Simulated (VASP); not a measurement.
# KCr (Pm-3m) in VASP: a series of runs

The runs below take KCr through single point, with PBE.

All numbers are computed with VASP 6.6.1; they aren't measurements. Logs are shortened: lines on timing, memory, paths and dates and some standing lists are left out, and cuts for length are marked.

### Step 1. The cell of the first run

It takes space group Pm-3m (No. 221, cubic). The conventional cell has a = 3.667 Å, b = 3.667 Å, c = 3.667 Å, α = 90.00°, β = 90.00°, γ = 90.00°. Cr (site symmetry m-3m) has 8 K at 3.18 Å and 6 Cr at 3.67 Å within 4.2 Å. K (site symmetry m-3m) has 8 Cr at 3.18 Å and 6 K at 3.67 Å within 4.2 Å.

### Step 2. Single point, PBE

INCAR reads:

```
SYSTEM = KCr
PREC = Accurate
ENCUT = 500
EDIFF = 1E-6
ISMEAR = -1
SIGMA = 0.1
LREAL = .False.
LASPH = .True.
NELM = 120
ALGO = Normal
ISIF = 2
LWAVE = .False.
LCHARG = .True.
GGA = PE
LELF = .True.
LVHAR = .True.
NBANDS = 18
GGA_COMPAT = .False.
```

KPOINTS reads:

```
regular mesh
0
Gamma
  5 5 5
  0 0 0
```

POSCAR reads:

```
KCr
1.0
    3.6669010000      0.0000000000      0.0000000000
    0.0000000000      3.6669010000      0.0000000000
    0.0000000000      0.0000000000      3.6669010000
Cr K
1 1
Direct
    0.0000000000      0.0000000000      0.0000000000
    0.5000000000      0.5000000000      0.5000000000
```

Potentials or basis: VASP PAW PBE potentials, release 64 (Cr_pv, K_sv).

On the command line:

```bash
cat potpaw_PBE.64/Cr_pv/POTCAR potpaw_PBE.64/K_sv/POTCAR > POTCAR
mpirun -np 1 vasp_std > vasp.out
```

OUTCAR:

```text
SYSTEM = KCr
   PREC = Accurate
   ENCUT = 500
   EDIFF = 1E-6
   ISMEAR = -1
   LREAL = .False.
   LASPH = .True.
   NELM = 120
   ISIF = 2
   GGA = PE

 ion  position               nearest neighbor table
   1  0.000  0.000  0.000-   2 3.18   2 3.18   2 3.18   2 3.18   2 3.18   2 3.18   2 3.18   2 3.18

   2  0.500  0.500  0.500-   1 3.18   1 3.18   1 3.18   1 3.18   1 3.18   1 3.18   1 3.18   1 3.18

  LATTYP: Found a simple cubic cell.
 ALAT       =     3.6669010000

  Lattice vectors:

 A1 = (   3.6669010000,   0.0000000000,   0.0000000000)
 A2 = (   0.0000000000,   3.6669010000,   0.0000000000)
 A3 = (   0.0000000000,   0.0000000000,   3.6669010000)

Analysis of symmetry for initial positions (statically):
=====================================================================
 Subroutine PRICEL returns:
 Original cell was already a primitive cell.

 Routine SETGRP: Setting up the symmetry group for a
 simple cubic supercell.

 Subroutine GETGRP returns: Found 48 space group operations
[... 9 lines left out ...]

 Routine SETGRP: Setting up the symmetry group for a
 simple cubic supercell.

 Subroutine GETGRP returns: Found 48 space group operations
[... 11 lines left out ...]
                                     Primitive cell

  volume of cell :      49.3057

  direct lattice vectors                    reciprocal lattice vectors
     3.666901000  0.000000000  0.000000000     0.272709844  0.000000000  0.000000000
     0.000000000  3.666901000  0.000000000     0.000000000  0.272709844  0.000000000
     0.000000000  0.000000000  3.666901000     0.000000000  0.000000000  0.272709844

  length of vectors
     3.666901000  3.666901000  3.666901000     0.272709844  0.272709844  0.272709844

  position of ions in fractional coordinates (direct lattice)
     0.000000000  0.000000000  0.000000000
     0.500000000  0.500000000  0.500000000

  ion indices of the primitive-cell ions
   primitive index   ion index
                 1           1
                 2           2

----------------------------------------------------------------------------------------

 KPOINTS: regular mesh

Automatic generation of k-mesh.
 Grid dimensions read from file:
 generate k-points for:    5    5    5

 Generating k-lattice:
[... 37 lines left out ...]
 SYSTEM =  KCr
   PREC   = accura    normal or accurate (medium, high low for compatibility)
   ISTART =      0    job   : 0-new  1-cont  2-samecut
   ICHARG =      2    charge: 1-file 2-atom 10-const
   ISPIN  =      1    spin polarized calculation?
   LNONCOLLINEAR =      F non collinear calculations
   LSORBIT =      F    spin-orbit coupling
   LASPH  =      T    aspherical Exc in radial PAW
   ENCUT  =  500.0 eV  36.75 Ry    6.06 a.u.   6.69  6.69  6.69*2*pi/ulx,y,z
   NELM   =    120;   NELMIN=  2; NELMDL= -5     # of ELM steps
   EDIFF  = 0.1E-05   stopping-criterion for ELM
   LREAL  =      F    real-space projection
   EDIFFG = 0.1E-04   stopping-criterion for IOM
   NSW    =      0    number of steps for IOM
   IBRION =     -1    ionic relax: 0-MD 1-quasi-New 2-CG
   NFREE  =      0    steps in history (QN), initial steepest desc. (CG)
   ISIF   =      2    stress and relaxation
   ISYM   =      2    0-nonsym 1-usesym 2-fastsym
   POTIM  = 0.5000    time-step for ionic-motion
   TEBEG  =    0.0;   TEEND  =   0.0 temperature during run
   PSTRESS=    0.0 pullay stress
   NELECT =      21.0000    total number of electrons
   NUPDOWN=      -1.0000    fix difference up-down
   EMIN   =  10.00;   EMAX   =-10.00  energy-range for DOS
   EFERMI =   0.00;   METHOD = LEGACY
   ISMEAR =    -1;   SIGMA  =   0.10  broadening in eV -4-tet -1-fermi 0-gaus
   EFERMI_NEDOS =   21; number of points for ismear=-14 and -15
   IALGO  =     38    algorithm
   IMIX   =      4    mixing-type and parameters
     AMIX     =   0.40;   BMIX     =  1.00
     AMIX_MAG =   1.60;   BMIX_MAG =  1.00
  volume/ion in A,a.u.               =      24.65       166.37
  Fermi-wavevector in a.u.,A,eV,Ry     =   1.231730  2.327632 20.642188  1.517158
  Thomas-Fermi vector in A             =   2.366528
   LORBIT       =      0    0 simple, 1 ext, 2 COOP (PROOUT), +10 PAW based schemes
   GGA     = PE    functional components
   LHFCALC =     F    Hartree Fock is set to
   AEXX    =    0.0000 exact exchange contribution
   IVDW    =     0    specifies the selected vdW correction
   LEPSILON=     F    determine dielectric tensor
   LRPA    =     F    only Hartree local field effects (RPA)
 non-spin polarized calculation
  energy-cutoff  :      500.00
  volume of cell :       49.31
 maximum number of plane-waves:      1269
 NGX is ok and might be reduce to    28
   NGX = 13   NGY = 13   NGZ = 13

 number of electron      21.0000011 magnetization

 Free energy of the ion-electron system (eV)
  ---------------------------------------------------
  ext. energy  EPLUGINS =         0.00000000
  ---------------------------------------------------
  free energy    TOTEN  =        -5.16437952 eV

  energy without entropy =       -4.89232047  energy(sigma->0) =       -5.02834999

 E-fermi :   3.0381     XC(G=0):  -9.4006

 val. band max:        3.0220247107   @ k =   0.4000   0.4000   0.0000
 cond. band min:       3.1056739580   @ k =   0.4000   0.2000   0.0000
 fundamental gap:      0.0836492473
 Fermi energy:         3.0380915444

 k-point     1 :       0.0000    0.0000    0.0000
  band No.  band energies     occupation
      1     -39.6351      2.00000
      2     -39.6351      2.00000
      3     -39.6351      2.00000
      4     -27.0989      2.00000
      5     -10.5046      2.00000
      6     -10.5046      2.00000
[... 187 lines left out ...]
      5     -10.8048      2.00000
      6     -10.7990      2.00000
[... 10 lines left out ...]
     17      10.6559      0.00000
     18      10.6593      0.00000

------------------------ aborting loop because EDIFF is reached ----------------------------------------

  FORCE on cell =-STRESS in cart. coord.  units (eV):
  Direction    XX          YY          ZZ          XY          YZ          ZX
  --------------------------------------------------------------------------------------
  -------------------------------------------------------------------------------------
  Total        0.8002293      0.8002293      0.8002293      0.0000000      0.0000000      0.0000000
  in kB       26.0032396     26.0032396     26.0032396      0.0000000      0.0000000      0.0000000
  external PRESSURE =      26.0032396 kB  Pullay stress =       0.0000000 kB

 VOLUME and BASIS-vectors are now :
 -----------------------------------------------------------------------------
  energy-cutoff  :      500.00
  volume of cell :       49.31
      direct lattice vectors                 reciprocal lattice vectors
     3.666901000  0.000000000  0.000000000     0.272709844  0.000000000  0.000000000
     0.000000000  3.666901000  0.000000000     0.000000000  0.272709844  0.000000000
     0.000000000  0.000000000  3.666901000     0.000000000  0.000000000  0.272709844

 POSITION                                       TOTAL-FORCE (eV/Angst)
 -----------------------------------------------------------------------------------
      0.00000      0.00000      0.00000         0.000000      0.000000      0.000000
      1.83345      1.83345      1.83345         0.000000      0.000000      0.000000
 -----------------------------------------------------------------------------------
    total drift:                               -0.000000      0.000000      0.000000

  FREE ENERGIE OF THE ION-ELECTRON SYSTEM (eV)
  ---------------------------------------------------
  free  energy   TOTEN  =        -5.1643795172 eV

  energy  without entropy=       -4.8923204727  energy(sigma->0) =       -5.02834999
```

stdout:

```text
POSCAR found type information on POSCAR CrK
 POSCAR found :  2 types and       2 ions
 scaLAPACK will be used
 LDA part: xc-table for (Slater+PW92), standard interpolation
 POSCAR, INCAR and KPOINTS ok, starting setup
 FFT: planning ... GRIDC
 FFT: planning ... GRID_SOFT
 FFT: planning ... GRID
 WAVECAR not read
 entering main loop
```

Run time: 5.9 s. Hardware: 1 thread of Intel Xeon 6975P-C (Granite Rapids), shared host; peak memory 0.15 GiB.

What came out:

* Free energy: -5.1644 eV
* Pressure: 2.6 GPa

Levels at points of the mesh, in eV from the Fermi level:
```csv
k point,band 7,band 8,band 9,band 10,band 11,band 12,band 13,band 14
"(0.00, 0.00, 0.00)",-13.54,-3.92,-0.95,-0.95,0.31,0.31,0.31,4.96
```

### Step 3. Single point, PBE

INCAR reads:

```
SYSTEM = KCr
  PREC = Accurate
  ENCUT = 500
  EDIFF = 1E-6
  ISMEAR = -5
  SIGMA = 0.1
  LREAL = .FALSE.
  LASPH = .TRUE.
  NELM = 120
  ALGO = Normal
  ISIF = 2
  LWAVE = .FALSE.
  LCHARG = .TRUE.
  GGA = PE
  LELF = .TRUE.
  LVHAR = .TRUE.
  NBANDS = 18
  GGA_COMPAT = .FALSE.
```

KPOINTS reads:

```
Automatic mesh
0
G
  5 5 5
  0 0 0
```

POSCAR is that of step 2.

Potentials or basis: VASP PAW PBE potentials, release 64 (Cr_pv, K_sv).

On the command line:

```bash
cat potpaw_PBE.64/Cr_pv/POTCAR potpaw_PBE.64/K_sv/POTCAR > POTCAR
mpirun -np 1 vasp_std > vasp.out
```

Run time: 5.7 s. Hardware: 1 thread of Intel Xeon 6975P-C (Granite Rapids), shared host; peak memory 0.15 GiB.

Results (log left out):

* Free energy: -5.0228 eV
* Pressure: 2.0 GPa

Levels at points of the mesh, in eV from the Fermi level:
```
           k point  band 6  band 7  band 8  band 9  band 10  band 11  band 12  band 13  band 14  band 15
(0.00, 0.00, 0.00)  -13.54  -13.54   -3.94   -0.98    -0.98     0.27     0.27     0.27     4.94     4.94
```

Caveat: tetrahedron occupations give inexact forces and stress in metals.
